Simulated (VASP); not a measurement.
# Si in VASP: notebook

Aim: see how the results for Si move with the level of theory and the settings. Levels: r2SCAN, HSE06. Tasks: single point.

Everything below comes from runs of VASP 6.6.1. Logs are shortened: lines on timing, memory, paths and dates and some standing lists are left out, and cuts for length are marked.

## Step 1: The cell of the first run

It takes space group R-3m (No. 166, trigonal). The conventional cell has a = 3.850 Å, b = 3.850 Å, c = 9.583 Å, α = 90.00°, β = 90.00°, γ = 120.00°. Within 3.1 Å of Si (site symmetry 3m) lie 4 Si at 2.37 to 2.38 Å.

## Step 2: Single point, r2SCAN (strain along [111] +1.6%)

The input, POSCAR:

```
Si
1.0
    0.0295803587      2.7516992548      2.7516992548
    2.7516992548      0.0295803587      2.7516992548
    2.7516992548      2.7516992548      0.0295803587
Si
2
Direct
    0.0006230018      0.0006230018      0.0006230018
    0.2493769982      0.2493769982      0.2493769982
```

The input, INCAR.step1:

```
SYSTEM = Si
  ALGO = Normal
  EDIFF = 1E-4
  ENCUT = 520
  GGA = PE
  ISMEAR = 0
  LASPH = .TRUE.
  LCHARG = .FALSE.
  LREAL = .FALSE.
  LWAVE = .TRUE.
  NBANDS = 11
  NELM = 60
  PREC = Accurate
  SIGMA = 0.01
```

The input, INCAR.step2:

```
SYSTEM = Si
  ALGO = Normal
  EDIFF = 1E-7
  ENCUT = 520
  ISIF = 2
  ISMEAR = 0
  ISTART = 1
  LASPH = .TRUE.
  LCHARG = .FALSE.
  LMIXTAU = .TRUE.
  LREAL = .FALSE.
  LWAVE = .FALSE.
  METAGGA = R2SCAN
  NBANDS = 11
  NELM = 60
  PREC = Accurate
  SIGMA = 0.01
```

The input, KPOINTS:

```
k-points
0
G
  8 8 8
  0 0 0
```

Potentials or basis: VASP PAW PBE potentials, release 64 (Si).

Run with:

```bash
$ cat potpaw_PBE.64/Si/POTCAR > POTCAR
$ cp INCAR.step1 INCAR
$ mpirun -np 1 vasp_std > vasp.out
$ cp INCAR.step2 INCAR
$ mpirun -np 1 vasp_std > vasp.out
```

OUTCAR:

```text
SYSTEM = Si
   EDIFF = 1E-7
   ENCUT = 520
   ISIF = 2
   ISMEAR = 0
   ISTART = 1
   LASPH = .TRUE.
   LREAL = .FALSE.
   METAGGA = R2SCAN
   NELM = 60
   PREC = Accurate

 ion  position               nearest neighbor table
   1  0.001  0.001  0.001-   2 2.37   2 2.37   2 2.37   2 2.38
   2  0.249  0.249  0.249-   1 2.37   1 2.37   1 2.37   1 2.38

  LATTYP: Found a trigonal (rhomboedric) cell.
 ALAT       =     3.8916028286
 COS(alpha) =     0.5107203424

  Lattice vectors:

 A1 = (   0.0295803587,   2.7516992548,   2.7516992548)
 A2 = (   2.7516992548,   0.0295803587,   2.7516992548)
 A3 = (   2.7516992548,   2.7516992548,   0.0295803587)

Analysis of symmetry for initial positions (statically):
=====================================================================
 Subroutine PRICEL returns:
 Original cell was already a primitive cell.

 Routine SETGRP: Setting up the symmetry group for a
 trigonal (rhombohedral) supercell.

 Subroutine GETGRP returns: Found 12 space group operations
 (whereof  6 operations were pure point group operations)
 out of a pool of 12 trial point group operations.

The static configuration has the point symmetry C_3v.
 The point group associated with its full space group is D_3d.

Analysis of symmetry for dynamics (positions and initial velocities):
=====================================================================
 Subroutine PRICEL returns:
 Original cell was already a primitive cell.

 Routine SETGRP: Setting up the symmetry group for a
 trigonal (rhombohedral) supercell.

 Subroutine GETGRP returns: Found 12 space group operations
 (whereof  6 operations were pure point group operations)
 out of a pool of 12 trial point group operations.

The dynamic configuration has the point symmetry C_3v.
 The point group associated with its full space group is D_3d.

 Subroutine INISYM returns: Found 12 space group operations
 (whereof  6 operations are pure point group operations),
 and found     1 'primitive' translations

----------------------------------------------------------------------------------------

                                     Primitive cell

  volume of cell :      40.9990

  direct lattice vectors                    reciprocal lattice vectors
     0.029580359  2.751699255  2.751699255    -0.184662432  0.182698451  0.182698451
     2.751699255  0.029580359  2.751699255     0.182698451 -0.184662432  0.182698451
     2.751699255  2.751699255  0.029580359     0.182698451  0.182698451 -0.184662432

  length of vectors
     3.891602829  3.891602829  3.891602829     0.317580953  0.317580953  0.317580953

  position of ions in fractional coordinates (direct lattice)
     0.000623002  0.000623002  0.000623002
     0.249376998  0.249376998  0.249376998

  ion indices of the primitive-cell ions
   primitive index   ion index
                 1           1
                 2           2

----------------------------------------------------------------------------------------

 KPOINTS: k-points

Automatic generation of k-mesh.
 Grid dimensions read from file:
 generate k-points for:    8    8    8

 Generating k-lattice:

  Cartesian coordinates                     Fractional coordinates (reciprocal lattice)
    -0.023082804  0.022837306  0.022837306     0.125000000  0.000000000 -0.000000000
     0.022837306 -0.023082804  0.022837306     0.000000000  0.125000000 -0.000000000
     0.022837306  0.022837306 -0.023082804     0.000000000  0.000000000  0.125000000

  Length of vectors
     0.039697619  0.039697619  0.039697619

  Shift w.r.t. Gamma in fractional coordinates (k-lattice)
     0.000000000  0.000000000  0.000000000

 Subroutine IBZKPT returns following result:
 ===========================================

 Found     65 irreducible k-points:

 Following reciprocal coordinates:
            Coordinates               Weight
  0.000000  0.000000  0.000000      1.000000
  0.125000 -0.000000 -0.000000      6.000000
  0.250000 -0.000000 -0.000000      6.000000
  0.375000  0.000000  0.000000      6.000000
  0.500000 -0.000000 -0.000000      3.000000
  0.125000  0.125000  0.000000      6.000000
[... 16 lines left out ...]
  0.250000  0.125000  0.125000      6.000000
  0.375000  0.125000  0.125000      6.000000
 [... further k-points ...]
   k-points           NKPTS =     65   k-points in BZ     NKDIM =     65   number of bands    NBANDS=     11
   number of dos      NEDOS =    301   number of ions     NIONS =      2
   total plane-waves  NPLWV =  27000
   dimension x,y,z NGX =    30 NGY =   30 NGZ =   30
   dimension x,y,z NGXF=    60 NGYF=   60 NGZF=   60
   ions per type =               2
   NGX,Y,Z   is equivalent  to a cutoff of  12.82, 12.82, 12.82 a.u.
   NGXF,Y,Z  is equivalent  to a cutoff of  25.63, 25.63, 25.63 a.u.
 SYSTEM =  Si
   PREC   = accura    normal or accurate (medium, high low for compatibility)
   ISTART =      1    job   : 0-new  1-cont  2-samecut
   ICHARG =      0    charge: 1-file 2-atom 10-const
   ISPIN  =      1    spin polarized calculation?
   LNONCOLLINEAR =      F non collinear calculations
   LSORBIT =      F    spin-orbit coupling
   LASPH  =      T    aspherical Exc in radial PAW
   ENCUT  =  520.0 eV  38.22 Ry    6.18 a.u.   7.24  7.24  7.24*2*pi/ulx,y,z
   NELM   =     60;   NELMIN=  2; NELMDL=  0     # of ELM steps
   EDIFF  = 0.1E-06   stopping-criterion for ELM
   LREAL  =      F    real-space projection
   EDIFFG = 0.1E-05   stopping-criterion for IOM
   NSW    =      0    number of steps for IOM
   IBRION =     -1    ionic relax: 0-MD 1-quasi-New 2-CG
   NFREE  =      0    steps in history (QN), initial steepest desc. (CG)
   ISIF   =      2    stress and relaxation
   ISYM   =      2    0-nonsym 1-usesym 2-fastsym
   POTIM  = 0.5000    time-step for ionic-motion
   TEBEG  =    0.0;   TEEND  =   0.0 temperature during run
   PSTRESS=    0.0 pullay stress
   NELECT =       8.0000    total number of electrons
   NUPDOWN=      -1.0000    fix difference up-down
   EMIN   =  10.00;   EMAX   =-10.00  energy-range for DOS
   EFERMI =   0.00;   METHOD = LEGACY
   ISMEAR =     0;   SIGMA  =   0.01  broadening in eV -4-tet -1-fermi 0-gaus
   EFERMI_NEDOS =   21; number of points for ismear=-14 and -15
   IALGO  =     38    algorithm
   IMIX   =      4    mixing-type and parameters
     AMIX     =   0.40;   BMIX     =  1.00
     AMIX_MAG =   1.60;   BMIX_MAG =  1.00
  volume/ion in A,a.u.               =      20.50       138.34
  Fermi-wavevector in a.u.,A,eV,Ry     =   0.949541  1.794372 12.267397  0.901628
  Thomas-Fermi vector in A             =   2.077834
   LORBIT       =      0    0 simple, 1 ext, 2 COOP (PROOUT), +10 PAW based schemes
   METAGGA = R2SCAN    functional components
   LHFCALC =     F    Hartree Fock is set to
   AEXX    =    0.0000 exact exchange contribution
   IVDW    =     0    specifies the selected vdW correction
   LEPSILON=     F    determine dielectric tensor
   LRPA    =     F    only Hartree local field effects (RPA)
 non-spin polarized calculation
 Gauss-broadening in eV      SIGMA  =   0.01
  energy-cutoff  :      520.00
  volume of cell :       41.00
 maximum number of plane-waves:      1119
 NGX is ok and might be reduce to    30
   NGX = 15   NGY = 15   NGZ = 15

 number of electron       8.0000001 magnetization

 Free energy of the ion-electron system (eV)
  ---------------------------------------------------
  ext. energy  EPLUGINS =         0.00000000
  ---------------------------------------------------
  free energy    TOTEN  =       -17.53943179 eV

  energy without entropy =      -17.53943179  energy(sigma->0) =      -17.53943179

 E-fermi :   5.6146     XC(G=0):  -9.7607

 val. band max:        5.5496288246   @ k =   0.0000   0.0000   0.0000
 cond. band min:       6.3456782625   @ k =   0.3750   0.3750   0.0000
 fundamental gap:      0.7960494379
 Fermi energy:         5.6145514570

 k-point     1 :       0.0000    0.0000    0.0000
  band No.  band energies     occupation
      1      -6.8588      2.00000
      2       5.4046      2.00000
      3       5.5496      2.00000
      4       5.5496      2.00000
      5       8.0885      0.00000
      6       8.3115      0.00000
      7       8.3115      0.00000
      8       9.2359      0.00000
      9      13.6177      0.00000
     10      13.6177      0.00000
     11      14.0974      0.00000

 k-point     2 :       0.1250   -0.0000   -0.0000
  band No.  band energies     occupation
      1      -6.6464      2.00000
      2       3.9154      2.00000
      3       5.1245      2.00000
      4       5.2400      2.00000
      5       8.1777      0.00000
      6       8.6083      0.00000
      7       8.7566      0.00000
      8      10.6054      0.00000
      9      13.1140      0.00000
     10      13.1619      0.00000
     11      14.8941      0.00000

 k-point     3 :       0.2500   -0.0000   -0.0000
  band No.  band energies     occupation
      1      -6.0268      2.00000
      2       1.5103      2.00000
      3       4.6398      2.00000
      4       4.7314      2.00000
      5       7.7306      0.00000
      6       9.1641      0.00000
      7       9.2938      0.00000
      8      12.8016      0.00000
      9      13.1058      0.00000
     10      13.1833      0.00000
     11      15.0990      0.00000

 k-point     4 :       0.3750    0.0000    0.0000
  band No.  band energies     occupation
      1      -5.0981      2.00000
      2      -0.5861      2.00000
      3       4.3036      2.00000
      4       4.3749      2.00000
      5       7.3648      0.00000
      6       9.1370      0.00000
      7       9.2381      0.00000
      8      13.8866      0.00000
      9      14.4425      0.00000
     10      14.6808      0.00000
     11      15.7936      0.00000

 k-point     5 :       0.5000   -0.0000   -0.0000
  band No.  band energies     occupation
      1      -4.4375      2.00000
      2      -1.6460      2.00000
      3       4.1888      2.00000
      4       4.2521      2.00000
      5       7.2345      0.00000
      6       9.0274      0.00000
      7       9.1257      0.00000
      8      13.7535      0.00000
      9      16.4969      0.00000
     10      16.7428      0.00000
     11      17.1146      0.00000
[... 211 lines left out ...]
 k-point    21 :       0.5000    0.5000    0.0000
  band No.  band energies     occupation
      1      -2.6023      2.00000
      2      -2.5539      2.00000
      3       2.4852      2.00000
      4       2.6237      2.00000
      5       6.3842      0.00000
      6       6.5466      0.00000
      7      16.1178      0.00000
      8      16.1869      0.00000
      9      17.0320      0.00000
     10      17.0330      0.00000
     11      18.6313      0.00000

 k-point    22 :       0.1250    0.1250    0.1250
  band No.  band energies     occupation
      1      -6.6537      2.00000
      2       3.7487      2.00000
      3       5.2658      2.00000
      4       5.2658      2.00000
      5       8.3266      0.00000
      6       8.7316      0.00000
      7       8.7316      0.00000
      8      10.4312      0.00000
      9      13.1779      0.00000
     10      13.1779      0.00000
     11      14.8291      0.00000

 k-point    23 :       0.2500    0.1250    0.1250
  band No.  band energies     occupation
      1      -6.3086      2.00000
      2       2.7127      2.00000
      3       3.8320      2.00000
      4       5.2325      2.00000
      5       8.8612      0.00000
      6       8.8921      0.00000
      7       9.1331      0.00000
      8      11.3957      0.00000
      9      12.2933      0.00000
     10      13.9067      0.00000
     11      15.8543      0.00000

 k-point    24 :       0.3750    0.1250    0.1250
  band No.  band energies     occupation
      1      -5.5743      2.00000
      2       0.7864      2.00000
      3       3.0589      2.00000
      4       4.7141      2.00000
      5       8.4906      0.00000
      6       9.4653      0.00000
      7       9.6134      0.00000
      8      12.3462      0.00000
      9      12.4742      0.00000
     10      15.7979      0.00000
     11      15.9413      0.00000

 [... further k-points ...]
[... 5 lines left out ...]
  --------------------------------------------------------------------------------------
  -------------------------------------------------------------------------------------
  Total       -0.4444424     -0.4444424     -0.4444424     -0.2238771     -0.2238771     -0.2238771
  in kB      -17.3681241    -17.3681241    -17.3681241     -8.7487718     -8.7487718     -8.7487718
  external PRESSURE =     -17.3681241 kB  Pullay stress =       0.0000000 kB

 VOLUME and BASIS-vectors are now :
 -----------------------------------------------------------------------------
  energy-cutoff  :      520.00
  volume of cell :       41.00
      direct lattice vectors                 reciprocal lattice vectors
     0.029580359  2.751699255  2.751699255    -0.184662432  0.182698451  0.182698451
     2.751699255  0.029580359  2.751699255     0.182698451 -0.184662432  0.182698451
     2.751699255  2.751699255  0.029580359     0.182698451  0.182698451 -0.184662432

 POSITION                                       TOTAL-FORCE (eV/Angst)
 -----------------------------------------------------------------------------------
      0.00345      0.00345      0.00345        -0.000998     -0.000998     -0.000998
      1.37980      1.37980      1.37980         0.000998      0.000998      0.000998
 -----------------------------------------------------------------------------------
    total drift:                               -0.000000     -0.000000      0.000000

  FREE ENERGIE OF THE ION-ELECTRON SYSTEM (eV)
  ---------------------------------------------------
  free  energy   TOTEN  =       -17.5394317919 eV

  energy  without entropy=      -17.5394317919  energy(sigma->0) =      -17.53943179
```

Wall time 52 s (1 thread of Intel Xeon 6975P-C (Granite Rapids), shared host); peak memory 0.17 GiB.

Results:

```
Free energy            : -17.5394 eV
Pressure               : -1.7 GPa
Band gap on the k mesh : 0.80 eV (least direct gap 2.54 eV)
```

Levels at points of the mesh, in eV from the valence-band top:
```
           k point  band 2  band 3  band 4  band 5  band 6  band 7
(0.00, 0.00, 0.00)   -0.14    0.00    0.00    2.54    2.76    2.76
(0.50, 0.00, 0.00)   -7.20   -1.36   -1.30    1.68    3.48    3.58
(0.50, 0.50, 0.00)   -8.10   -3.06   -2.93    0.83    1.00   10.57
(0.50, 0.50, 0.50)   -7.23   -1.21   -1.21    1.92    3.62    3.62
```

Caveat: the cell differs from its parent crystal (strain along [111] +1.6%); the PAW data sets were made with another functional, which shifts forces and pressure a little. A k mesh can miss the band edges.

## Step 3: Single point, HSE06 (uniaxial x strain +2.5%)

The input, POSCAR:

```
Si
1.0
    0.0000000000      2.7221188962      2.7221188962
    2.7904440804      0.0000000000      2.7221188962
    2.7904440804      2.7221188962      0.0000000000
Si
2
Direct
    0.0000000000      0.0000000000      0.0000000000
    0.2500000000      0.2500000000      0.2500000000
```

The input, INCAR.step1:

```
PREC = Accurate ; ENCUT = 520
EDIFF = 1E-5 ; ISMEAR = 0
SIGMA = 0.01 ; LREAL = F
LASPH = T ; NELM = 100
ALGO = Normal ; ISIF = 2
LWAVE = T ; LCHARG = F
GGA = PE ; NBANDS = 11
```

The input, INCAR.step2:

```
PREC = Accurate ; ENCUT = 520
EDIFF = 1E-6 ; ISMEAR = 0
SIGMA = 0.01 ; LREAL = F
LASPH = T ; NELM = 100
ALGO = Normal ; ISIF = 2
LWAVE = F ; LCHARG = F
GGA = PE ; LHFCALC = T
HFSCREEN = 0.2079 ; PRECFOCK = Normal
ISTART = 1 ; NBANDS = 11
```

The input, KPOINTS:

```
Automatic mesh
0
Gamma
  6 6 6
```

Potentials or basis: VASP PAW PBE potentials, release 64 (Si).

Run with:

```bash
$ cat potpaw_PBE.64/Si/POTCAR > POTCAR
$ cp INCAR.step1 INCAR
$ mpirun -np 1 vasp_std > vasp.out
$ cp INCAR.step2 INCAR
$ mpirun -np 1 vasp_std > vasp.out
```

Run time: 9.1 min. Hardware: 1 thread of Intel Xeon 6975P-C (Granite Rapids), shared host; peak memory 0.27 GiB.

It converged, with:

* Free energy: -12.5163 eV
* Pressure: -2.8 GPa
* Band gap on the k mesh: 1.22 eV (least direct gap 3.22 eV)

Stress tensor (GPa, compression positive):
```
-4.66  0.00  0.00
 0.00 -1.91  0.00
 0.00  0.00 -1.91
```

Levels at points of the mesh, in eV from the valence-band top:
```
           k point  band 1  band 2  band 3  band 4  band 5  band 6  band 7  band 8
(0.00, 0.00, 0.00)  -13.11   -0.19    0.00    0.00    3.22    3.22    3.31    3.85
(0.50, 0.00, 0.00)  -10.61   -7.61   -1.47   -1.22    2.03    4.01    4.19    8.52
(0.50, 0.50, 0.00)   -8.57   -8.57   -3.17   -3.17    1.22    1.22   11.02   11.02
(0.00, 0.50, 0.50)   -8.72   -8.72   -2.97   -2.97    1.43    1.43   11.16   11.16
```

Caveat: the cell differs from its parent crystal (uniaxial x strain +2.5%); the PAW data sets were made with another functional, which shifts forces and pressure a little. A k mesh can miss the band edges.

## Step 4: Single point, HSE06 (strain along [111] +1.6%)

The input, POSCAR:

```
Si
1.0
    0.0295803587      2.7516992548      2.7516992548
    2.7516992548      0.0295803587      2.7516992548
    2.7516992548      2.7516992548      0.0295803587
Si
2
Direct
    0.0006230018      0.0006230018      0.0006230018
    0.2493769982      0.2493769982      0.2493769982
```

The input, INCAR.step1:

```
SYSTEM = Si
  PREC = Accurate
  ENCUT = 520
  EDIFF = 1E-5
  ISMEAR = 0
  SIGMA = 0.01
  LREAL = .FALSE.
  LASPH = .TRUE.
  NELM = 100
  ALGO = Normal
  ISIF = 2
  LWAVE = .TRUE.
  NBANDS = 11
  GGA = PE
```

The input, INCAR.step2:

```
SYSTEM = Si
  PREC = Accurate
  ENCUT = 520
  EDIFF = 1E-7
  ISMEAR = 0
  SIGMA = 0.01
  LREAL = .FALSE.
  LASPH = .TRUE.
  NELM = 100
  ALGO = Normal
  ISIF = 2
  LWAVE = .FALSE.
  LCHARG = .TRUE.
  GGA = PE
  LHFCALC = .TRUE.
  HFSCREEN = 0.2079
  PRECFOCK = Normal
  LELF = .TRUE.
  LVHAR = .TRUE.
  NBANDS = 11
  ISTART = 1
```

The input, KPOINTS:

```
regular mesh
0
G
  6 6 6
  0 0 0
```

Run with:

```bash
$ cat potpaw_PBE.64/Si/POTCAR > POTCAR
$ cp INCAR.step1 INCAR
$ mpirun -np 1 vasp_std > vasp.out
$ cp INCAR.step2 INCAR
$ mpirun -np 1 vasp_std > vasp.out
```

It took 12 min on 1 thread of Intel Xeon 6975P-C (Granite Rapids), shared host; peak memory 0.28 GiB.

Results (log left out):

* Free energy: -12.5238 eV
* Pressure: -2.0 GPa
* Band gap on the k mesh: 1.21 eV (least direct gap 3.09 eV)

Forces on the atoms (eV/Å):
```
Si  -0.001 -0.001 -0.001
Si   0.001  0.001  0.001
```

Stress tensor (GPa, compression positive):
```
-2.04 -0.87 -0.87
-0.87 -2.04 -0.87
-0.87 -0.87 -2.04
```

Levels at points of the mesh, in eV from the valence-band top:
```csv
k point,band 1,band 2,band 3,band 4,band 5,band 6,band 7,band 8,band 9
"(0.00, 0.00, 0.00)",-13.16,-0.14,0.00,0.00,3.09,3.33,3.33,4.03,8.65
"(0.50, 0.00, 0.00)",-10.60,-7.63,-1.39,-1.34,2.04,4.02,4.13,8.50,11.57
"(0.50, 0.50, 0.00)",-8.66,-8.61,-3.18,-3.04,1.21,1.37,11.18,11.24,12.09
"(0.50, 0.50, 0.50)",-10.72,-7.66,-1.24,-1.24,2.28,4.17,4.17,8.66,11.61
```

Caveat: the cell differs from its parent crystal (strain along [111] +1.6%); the PAW data sets were made with another functional, which shifts forces and pressure a little. A k mesh can miss the band edges.

## Step 5: Summary

```tsv
level	cell	k mesh	grid for exact exchange (PRECFOCK)	share of exact exchange	screening parameter	gap on the mesh (eV)	pressure (GPa)
r2SCAN	a = 3.892 Å, angles 59.3°, 2 atoms	8 × 8 × 8	-	-	-	0.80	-1.7
HSE06	a = 3.850, b = 3.898, c = 3.898 Å, angles 59.2, 60.4, 60.4°, 2 atoms	6 × 6 × 6	Normal	0.25	0.2079 1/Å	1.22	-2.8
HSE06	a = 3.892 Å, angles 59.3°, 2 atoms	6 × 6 × 6	Normal	0.25	0.2079 1/Å	1.21	-2.0
```

Alike in all rows: task single point; potentials or basis VASP PAW PBE potentials, release 64 (Si); no spin polarisation; cutoff (eV) 520; smearing gaussian 0.01 eV.

Caveats: the PAW data sets were made with another functional, which shifts forces and pressure a little.

Total energies depend on the potentials used, so only differences within one code and one set of settings carry meaning.
